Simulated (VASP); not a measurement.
# KBr (P6_3/mmc) in VASP: a series of runs, part 2 of 2

VASP 6.6.1. Earlier steps stand in the parts before.

## (3) Single point, r2SCAN

POSCAR

```
KBr
1.0
    4.5592982261      0.0000000000      0.0000000000
   -2.2796491130      3.9484680873      0.0000000000
    0.0000000000      0.0000000000      8.0200646050
K Br
2 2
Direct
    0.0000000000      0.0000000000      0.0000000000
    0.0000000000      0.0000000000      0.5000000000
    0.3333333333      0.6666666667      0.2500000000
    0.6666666667      0.3333333333      0.7500000000
```

INCAR.step1

```
SYSTEM = KBr
ALGO = Normal
EDIFF = 1E-4
ENCUT = 520
GGA = PE
ISMEAR = 0
LASPH = .TRUE.
LCHARG = .FALSE.
LREAL = .FALSE.
LWAVE = .TRUE.
NBANDS = 24
NELM = 100
PREC = Accurate
SIGMA = 0.01
```

INCAR.step2

```
SYSTEM = KBr
ALGO = Normal
EDIFF = 1E-6
ENCUT = 520
ISIF = 2
ISMEAR = 0
ISTART = 1
LASPH = .TRUE.
LCHARG = .TRUE.
LELF = .TRUE.
LMIXTAU = .TRUE.
LREAL = .FALSE.
LVHAR = .TRUE.
LWAVE = .FALSE.
METAGGA = R2SCAN
NBANDS = 24
NELM = 100
PREC = Accurate
SIGMA = 0.01
```

KPOINTS

```
k-points
0
G
  6 6 4
  0 0 0
```

Potentials or basis: VASP PAW PBE potentials, release 64 (K_sv, Br).

The run is started by

```
$ cat potpaw_PBE.64/K_sv/POTCAR potpaw_PBE.64/Br/POTCAR > POTCAR
$ cp INCAR.step1 INCAR
$ mpirun -np 1 vasp_std > vasp.out
$ cp INCAR.step2 INCAR
$ mpirun -np 1 vasp_std > vasp.out
```

OUTCAR:

```text
SYSTEM = KBr
   EDIFF = 1E-6
   ENCUT = 520
   ISIF = 2
   ISMEAR = 0
   ISTART = 1
   LASPH = .TRUE.
   LREAL = .FALSE.
   METAGGA = R2SCAN
   NELM = 100
   PREC = Accurate

 ion  position               nearest neighbor table
   1  0.000  0.000  0.000-
   2  0.000  0.000  0.500-
   3  0.333  0.667  0.250-
   4  0.667  0.333  0.750-

  LATTYP: Found a hexagonal cell.
 ALAT       =     4.5592982261
 C/A-ratio  =     1.7590568125

  Lattice vectors:

 A1 = (   4.5592982261,   0.0000000000,   0.0000000000)
 A2 = (  -2.2796491130,   3.9484680873,   0.0000000000)
 A3 = (   0.0000000000,   0.0000000000,   8.0200646050)

Analysis of symmetry for initial positions (statically):
=====================================================================
 Subroutine PRICEL returns:
 Original cell was already a primitive cell.

 Routine SETGRP: Setting up the symmetry group for a
 hexagonal supercell.

 Subroutine GETGRP returns: Found 24 space group operations
 (whereof 12 operations were pure point group operations)
 out of a pool of 24 trial point group operations.

The static configuration has the point symmetry D_3d.
 The point group associated with its full space group is D_6h.

Analysis of symmetry for dynamics (positions and initial velocities):
=====================================================================
 Subroutine PRICEL returns:
 Original cell was already a primitive cell.

 Routine SETGRP: Setting up the symmetry group for a
 hexagonal supercell.

 Subroutine GETGRP returns: Found 24 space group operations
 (whereof 12 operations were pure point group operations)
 out of a pool of 24 trial point group operations.

The dynamic configuration has the point symmetry D_3d.
 The point group associated with its full space group is D_6h.

 Subroutine INISYM returns: Found 24 space group operations
 (whereof 12 operations are pure point group operations),
 and found     1 'primitive' translations

----------------------------------------------------------------------------------------

                                     Primitive cell

  volume of cell :     144.3792

  direct lattice vectors                    reciprocal lattice vectors
     4.559298226  0.000000000  0.000000000     0.219332000  0.126631389  0.000000000
    -2.279649113  3.948468087  0.000000000     0.000000000  0.253262779  0.000000000
     0.000000000  0.000000000  8.020064605     0.000000000  0.000000000  0.124687275

  length of vectors
     4.559298226  4.559298226  8.020064605     0.253262779  0.253262779  0.124687275

  position of ions in fractional coordinates (direct lattice)
     0.000000000  0.000000000  0.000000000
     0.000000000  0.000000000  0.500000000
     0.333333333  0.666666667  0.250000000
     0.666666667  0.333333333  0.750000000

  ion indices of the primitive-cell ions
   primitive index   ion index
                 1           1
                 2           2
                 3           3
                 4           4

----------------------------------------------------------------------------------------

 KPOINTS: k-points

Automatic generation of k-mesh.
 Grid dimensions read from file:
 generate k-points for:    6    6    4

 Generating k-lattice:

  Cartesian coordinates                     Fractional coordinates (reciprocal lattice)
     0.036555333  0.021105232  0.000000000     0.166666667  0.000000000  0.000000000
     0.000000000  0.042210463  0.000000000     0.000000000  0.166666667  0.000000000
     0.000000000  0.000000000  0.031171819     0.000000000  0.000000000  0.250000000

  Length of vectors
     0.042210463  0.042210463  0.031171819

  Shift w.r.t. Gamma in fractional coordinates (k-lattice)
     0.000000000  0.000000000  0.000000000

 Subroutine IBZKPT returns following result:
 ===========================================

 Found     21 irreducible k-points:

 Following reciprocal coordinates:
            Coordinates               Weight
  0.000000  0.000000  0.000000      1.000000
  0.166667  0.000000  0.000000      6.000000
  0.333333  0.000000  0.000000      6.000000
  0.500000  0.000000  0.000000      3.000000
  0.166667  0.166667  0.000000      6.000000
  0.333333  0.166667  0.000000     12.000000
[... 13 lines left out ...]
  0.333333  0.166667  0.500000     12.000000
  0.333333  0.333333  0.500000      2.000000
   k-points           NKPTS =     21   k-points in BZ     NKDIM =     21   number of bands    NBANDS=     24
   number of dos      NEDOS =    301   number of ions     NIONS =      4
   total plane-waves  NPLWV =  77760
   dimension x,y,z NGX =    36 NGY =   36 NGZ =   60
   dimension x,y,z NGXF=    72 NGYF=   72 NGZF=  120
   ions per type =               2   2
   NGX,Y,Z   is equivalent  to a cutoff of  13.13, 13.13, 12.44 a.u.
   NGXF,Y,Z  is equivalent  to a cutoff of  26.25, 26.25, 24.87 a.u.
 SYSTEM =  KBr
   PREC   = accura    normal or accurate (medium, high low for compatibility)
   ISTART =      1    job   : 0-new  1-cont  2-samecut
   ICHARG =      0    charge: 1-file 2-atom 10-const
   ISPIN  =      1    spin polarized calculation?
   LNONCOLLINEAR =      F non collinear calculations
   LSORBIT =      F    spin-orbit coupling
   LASPH  =      T    aspherical Exc in radial PAW
   ENCUT  =  520.0 eV  38.22 Ry    6.18 a.u.   8.48  8.48 14.91*2*pi/ulx,y,z
   NELM   =    100;   NELMIN=  2; NELMDL=  0     # of ELM steps
   EDIFF  = 0.1E-05   stopping-criterion for ELM
   LREAL  =      F    real-space projection
   EDIFFG = 0.1E-04   stopping-criterion for IOM
   NSW    =      0    number of steps for IOM
   IBRION =     -1    ionic relax: 0-MD 1-quasi-New 2-CG
   NFREE  =      0    steps in history (QN), initial steepest desc. (CG)
   ISIF   =      2    stress and relaxation
   ISYM   =      2    0-nonsym 1-usesym 2-fastsym
   POTIM  = 0.5000    time-step for ionic-motion
   TEBEG  =    0.0;   TEEND  =   0.0 temperature during run
   PSTRESS=    0.0 pullay stress
   NELECT =      32.0000    total number of electrons
   NUPDOWN=      -1.0000    fix difference up-down
   EMIN   =  10.00;   EMAX   =-10.00  energy-range for DOS
   EFERMI =   0.00;   METHOD = LEGACY
   ISMEAR =     0;   SIGMA  =   0.01  broadening in eV -4-tet -1-fermi 0-gaus
   EFERMI_NEDOS =   21; number of points for ismear=-14 and -15
   IALGO  =     38    algorithm
   IMIX   =      4    mixing-type and parameters
     AMIX     =   0.40;   BMIX     =  1.00
     AMIX_MAG =   1.60;   BMIX_MAG =  1.00
  volume/ion in A,a.u.               =      36.09       243.58
  Fermi-wavevector in a.u.,A,eV,Ry     =   0.990733  1.872214 13.354826  0.981552
  Thomas-Fermi vector in A             =   2.122424
   LORBIT       =      0    0 simple, 1 ext, 2 COOP (PROOUT), +10 PAW based schemes
   METAGGA = R2SCAN    functional components
   LHFCALC =     F    Hartree Fock is set to
   AEXX    =    0.0000 exact exchange contribution
   IVDW    =     0    specifies the selected vdW correction
   LEPSILON=     F    determine dielectric tensor
   LRPA    =     F    only Hartree local field effects (RPA)
 non-spin polarized calculation
 Gauss-broadening in eV      SIGMA  =   0.01
  energy-cutoff  :      520.00
  volume of cell :      144.38
 maximum number of plane-waves:      3930
 NGX is ok and might be reduce to    36
   NGX = 17   NGY = 17   NGZ = 29

 number of electron      32.0000000 magnetization

 Free energy of the ion-electron system (eV)
  ---------------------------------------------------
  ext. energy  EPLUGINS =         0.00000000
  ---------------------------------------------------
  free energy    TOTEN  =       -46.39360924 eV

  energy without entropy =      -46.39360924  energy(sigma->0) =      -46.39360924

 E-fermi :  -1.9582     XC(G=0):  -7.7252

 val. band max:       -2.0855218799   @ k =   0.0000   0.0000   0.0000
 cond. band min:       2.9100622825   @ k =   0.0000   0.0000   0.0000
 fundamental gap:      4.9955841624
 Fermi energy:        -1.9582278342

 k-point     1 :       0.0000    0.0000    0.0000
  band No.  band energies     occupation
      1     -31.1441      2.00000
      2     -31.1328      2.00000
      3     -15.1044      2.00000
      4     -14.8728      2.00000
      5     -13.8503      2.00000
      6     -13.8503      2.00000
[... 556 lines left out ...]
     23       7.6951      0.00000
     24       7.7050      0.00000

------------------------ aborting loop because EDIFF is reached ----------------------------------------

  FORCE on cell =-STRESS in cart. coord.  units (eV):
  Direction    XX          YY          ZZ          XY          YZ          ZX
  --------------------------------------------------------------------------------------
  -------------------------------------------------------------------------------------
  Total        0.0285580      0.0285580      0.0066985      0.0000000     -0.0000000     -0.0000000
  in kB        0.3169081      0.3169081      0.0743331      0.0000000     -0.0000000     -0.0000000
  external PRESSURE =       0.2360498 kB  Pullay stress =       0.0000000 kB

 VOLUME and BASIS-vectors are now :
 -----------------------------------------------------------------------------
  energy-cutoff  :      520.00
  volume of cell :      144.38
      direct lattice vectors                 reciprocal lattice vectors
     4.559298226  0.000000000  0.000000000     0.219332000  0.126631389  0.000000000
    -2.279649113  3.948468087  0.000000000     0.000000000  0.253262779  0.000000000
     0.000000000  0.000000000  8.020064605     0.000000000  0.000000000  0.124687275

 POSITION                                       TOTAL-FORCE (eV/Angst)
 -----------------------------------------------------------------------------------
      0.00000      0.00000      0.00000        -0.000000      0.000000      0.000000
      0.00000      0.00000      4.01003        -0.000000      0.000000      0.000000
     -0.00000      2.63231      2.00502         0.000000      0.000000     -0.000000
      2.27965      1.31616      6.01505        -0.000000     -0.000000     -0.000000
 -----------------------------------------------------------------------------------
    total drift:                               -0.000000      0.000000     -0.000000

  FREE ENERGIE OF THE ION-ELECTRON SYSTEM (eV)
  ---------------------------------------------------
  free  energy   TOTEN  =       -46.3936092363 eV

  energy  without entropy=      -46.3936092363  energy(sigma->0) =      -46.39360924
```

Run time: 3.8 min. Hardware: 1 thread of Intel Xeon 8259CL, shared host; peak memory 0.32 GiB.

Results:

* Free energy: -46.3936 eV
* Pressure: 0.0 GPa
* Band gap on the k mesh: 5.00 eV

Caveat: the PAW data sets were made with another functional, which shifts forces and pressure a little. A k mesh can miss the band edges.
